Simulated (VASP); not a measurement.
# TePb (I4/mmm) in VASP: further runs, part 2 of 2

VASP 6.6.1. Earlier steps stand in the parts before.

### 3 Single point, r2SCAN (strain -0.050 along x and y, +0.000 along z)

The input, POSCAR:

```
TePb
1.0
    0.0000000000      3.0656500000      3.2270000000
    3.0656500000      0.0000000000      3.2270000000
    3.0656500000      3.0656500000      0.0000000000
Te Pb
1 1
Direct
    0.5000000000      0.5000000000      0.5000000000
    0.0000000000      0.0000000000      0.0000000000
```

The input, INCAR.step1:

```
SYSTEM = TePb
PREC = Accurate
ENCUT = 520
ISMEAR = 0
SIGMA = 0.05
LREAL = .False.
LASPH = .True.
NELM = 80
NBANDS = 17
GGA = PE
ALGO = Normal
EDIFF = 1E-4
LWAVE = .True.
LCHARG = .False.
```

The input, INCAR.step2:

```
SYSTEM = TePb
PREC = Accurate
ENCUT = 520
EDIFF = 1E-6
ISMEAR = 0
SIGMA = 0.05
LREAL = .False.
LASPH = .True.
NELM = 80
ALGO = Normal
ISIF = 2
LWAVE = .False.
LCHARG = .False.
METAGGA = R2SCAN
LMIXTAU = .True.
NBANDS = 17
ISTART = 1
```

The input, KPOINTS:

```
regular mesh
0
Gamma
  8 8 8
  0 0 0
```

Potentials or basis: VASP PAW PBE potentials, release 64 (Te, Pb_d).

Launch:

```
cat potpaw_PBE.64/Te/POTCAR potpaw_PBE.64/Pb_d/POTCAR > POTCAR
cp INCAR.step1 INCAR
mpirun -np 1 vasp_std > vasp.out
cp INCAR.step2 INCAR
mpirun -np 1 vasp_std > vasp.out
```

OUTCAR:

```text
SYSTEM = TePb
   PREC = Accurate
   ENCUT = 520
   EDIFF = 1E-6
   ISMEAR = 0
   LREAL = .False.
   LASPH = .True.
   NELM = 80
   ISIF = 2
   METAGGA = R2SCAN
   ISTART = 1

 ion  position               nearest neighbor table
   1  0.500  0.500  0.500-   2 3.07   2 3.07   2 3.07   2 3.07   2 3.23   2 3.23
   2  0.000  0.000  0.000-   1 3.07   1 3.07   1 3.07   1 3.07   1 3.23   1 3.23

  LATTYP: Found a body centered tetragonal cell.
 ALAT       =     4.3354838075
 C/A-ratio  =     1.4886458551

  Lattice vectors:

 A1 = (  -3.0656500000,   0.0000000000,   3.2270000000)
[... 651 lines left out ...]
      5     -10.5523      2.00000
      6      -5.2835      2.00000
[... 9 lines left out ...]
     16      16.1346      0.00000
     17      17.6773      0.00000

 [... further k-points ...]
[... 5 lines left out ...]
  --------------------------------------------------------------------------------------
  -------------------------------------------------------------------------------------
  Total        4.4166115      4.4166115      0.9079067      0.0000000     -0.0000000     -0.0000000
  in kB      116.6609958    116.6609958     23.9815740      0.0000000     -0.0000000     -0.0000000
  external PRESSURE =      85.7678552 kB  Pullay stress =       0.0000000 kB

 VOLUME and BASIS-vectors are now :
 -----------------------------------------------------------------------------
  energy-cutoff  :      520.00
  volume of cell :       60.66
      direct lattice vectors                 reciprocal lattice vectors
     0.000000000  3.065650000  3.227000000    -0.163097549  0.163097549  0.154942671
     3.065650000  0.000000000  3.227000000     0.163097549 -0.163097549  0.154942671
     3.065650000  3.065650000  0.000000000     0.163097549  0.163097549 -0.154942671

 POSITION                                       TOTAL-FORCE (eV/Angst)
 -----------------------------------------------------------------------------------
      3.06565      3.06565      3.22700         0.000000      0.000000      0.000000
      0.00000      0.00000      0.00000        -0.000000     -0.000000     -0.000000
 -----------------------------------------------------------------------------------
    total drift:                               -0.000000      0.000000      0.000000

  FREE ENERGIE OF THE ION-ELECTRON SYSTEM (eV)
  ---------------------------------------------------
  free  energy   TOTEN  =       -82.4400926081 eV

  energy  without entropy=      -82.4400926081  energy(sigma->0) =      -82.44009261
```

OUTCAR.step1:

```text
SYSTEM = TePb
   PREC = Accurate
   ENCUT = 520
   ISMEAR = 0
   LREAL = .False.
   LASPH = .True.
[... 703 lines left out ...]
      3.06565      3.06565      3.22700         0.000000     -0.000000      0.000000
      0.00000      0.00000      0.00000        -0.000000      0.000000     -0.000000
 -----------------------------------------------------------------------------------
    total drift:                               -0.000000      0.000000      0.000000

  FREE ENERGIE OF THE ION-ELECTRON SYSTEM (eV)
  ---------------------------------------------------
  free  energy   TOTEN  =        -7.2265422521 eV

  energy  without entropy=       -7.2265421467  energy(sigma->0) =       -7.22654220
```

OSZICAR.step1:

```text
N       E                     dE             d eps       ncg     rms          rms(c)
DAV:   1     0.151930054985E+03    0.15193E+03   -0.92895E+03  2014   0.116E+03
DAV:   2     0.258546216591E+01   -0.14934E+03   -0.14465E+03  2118   0.303E+02
DAV:   3    -0.704128039079E+01   -0.96267E+01   -0.95587E+01  2607   0.832E+01
DAV:   4    -0.730502591921E+01   -0.26375E+00   -0.26359E+00  2497   0.147E+01
DAV:   5    -0.731531329961E+01   -0.10287E-01   -0.10287E-01  2935   0.266E+00    0.449E+00
DAV:   6    -0.722959422001E+01    0.85719E-01   -0.17030E-01  2936   0.326E+00    0.278E+00
DAV:   7    -0.722585964905E+01    0.37346E-02   -0.75115E-02  2743   0.150E+00    0.920E-01
DAV:   8    -0.722648953719E+01   -0.62989E-03   -0.91215E-03  2582   0.957E-01    0.182E-01
DAV:   9    -0.722654225214E+01   -0.52715E-04   -0.60616E-04  2761   0.302E-01
   1 F= -.72265423E+01 E0= -.72265422E+01  d E =-.105397E-06
```

Run time: 2.5 min. Hardware: 1 thread of Intel Xeon Platinum 8259CL at 2.50GHz (Skylake/Cascade Lake), shared host; peak memory 0.24 GiB.

What came out:

* Free energy: -82.4401 eV
* Pressure: 8.6 GPa
* Band gap on the k mesh: 0.50 eV, direct

Levels at points of the mesh, in eV from the valence-band top:
```tsv
k point	band 7	band 8	band 9	band 10	band 11	band 12	band 13	band 14
(0.00, 0.00, 0.00)	-5.43	-2.29	-2.29	-1.76	3.45	4.76	4.76	5.56
(0.50, 0.00, 0.00)	-9.74	-1.67	-1.43	0.00	0.50	1.01	1.07	8.93
(0.50, 0.50, 0.00)	-7.48	-5.70	-3.73	-3.73	3.07	6.26	6.26	7.17
(0.50, 0.00, 0.50)	-8.00	-5.82	-4.16	-3.56	2.89	5.29	6.77	7.97
```

Caveat: the cell differs from its parent crystal (strain -0.050 along x and y, +0.000 along z); the PAW data sets were made with another functional, which shifts forces and pressure a little; spin-orbit coupling is left out, which moves the levels of the heavy elements. A k mesh can miss the band edges.
